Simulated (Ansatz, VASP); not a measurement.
Two plane-wave programs on ZnS

POSCAR

```
ZnS
1.0
    0.0000000000      2.6940857896      2.6940857896
    2.6940857896      0.0000000000      2.6940857896
    2.6940857896      2.6940857896      0.0000000000
Zn S
1 1
Direct
    0.0000000000      0.0000000000      0.0000000000
    0.2500000000      0.2500000000      0.2500000000
```

INCAR.step1

```
SYSTEM = ZnS
PREC = Accurate ; ENCUT = 520
EDIFF = 1E-5 ; ISMEAR = 0
SIGMA = 0.01 ; LREAL = .FALSE.
LASPH = .TRUE. ; NELM = 100
ALGO = Normal ; ISIF = 2
LWAVE = .TRUE. ; LCHARG = .FALSE.
NBANDS = 16 ; GGA = PE
```

Contents of INCAR.step2:

```
SYSTEM = ZnS
PREC = Accurate ; ENCUT = 520
EDIFF = 1E-6 ; ISMEAR = 0
SIGMA = 0.01 ; LREAL = .FALSE.
LASPH = .TRUE. ; NELM = 100
ALGO = Normal ; ISIF = 2
LWAVE = .FALSE. ; LCHARG = .FALSE.
GGA = PE ; LHFCALC = .TRUE.
HFSCREEN = 0.2079 ; PRECFOCK = Normal
NBANDS = 16 ; ISTART = 1
```

KPOINTS

```
Automatic mesh
0
G
  6 6 6
  0 0 0
```

Input for Ansatz:

```yaml
crystal:
  lattice:
    - [0.0, 2.6940857896, 2.6940857896]
    - [2.6940857896, 0.0, 2.6940857896]
    - [2.6940857896, 2.6940857896, 0.0]
  atoms:
    - { symbol: Zn, position: [0.0, 0.0, 0.0] }
    - { symbol: S, position: [0.25, 0.25, 0.25] }
kpoints:
  mp_grid: { grid: [6, 6, 6] }
  band_path:
    path:
      - [0.0, 0.0, 0.0]
      - [-0.5, -0.5, 0.0]
      - [-0.375, -0.375, 0.25]
      - [-0.375, 0.0, 0.375]
      - [0.0, 0.0, 0.5]
      - [-0.5, -0.25, 0.25]
    npoints: 1
hamiltonian:
  xc: hse06
scf:
  occupations: { method: fixed }
  n_extra_bands: 4
output:
  forces: true
  stress: true
  eigenvalues: true
  write_density: true
  write_potential: true
  elf: true
  volumetric_format: npy
```

Alike in both runs: task single point; functional HSE06; k mesh 6 × 6 × 6; no spin polarisation.

|  | VASP | Ansatz |
| --- | --- | --- |
| version | VASP 6.6.1 | Ansatz 0.2.0 |
| potentials or method | VASP PAW PBE potentials, release 64 (Zn, S) | plane waves, PAW |
| plane-wave cutoff (eV) | 520 | 420 |
| occupations | gaussian, width 0.01 eV | fixed |
| valence electrons in the cell | 18 | 18 |

```tsv
	VASP	Ansatz	Ansatz less VASP
gap on the k mesh at the Fermi level (eV)	3.37	3.38	+0.011
pressure (GPa)	1.6	1.6	+0.02
```

Ansatz's warnings: stress exchange threshold loose, stress scf threshold loose.
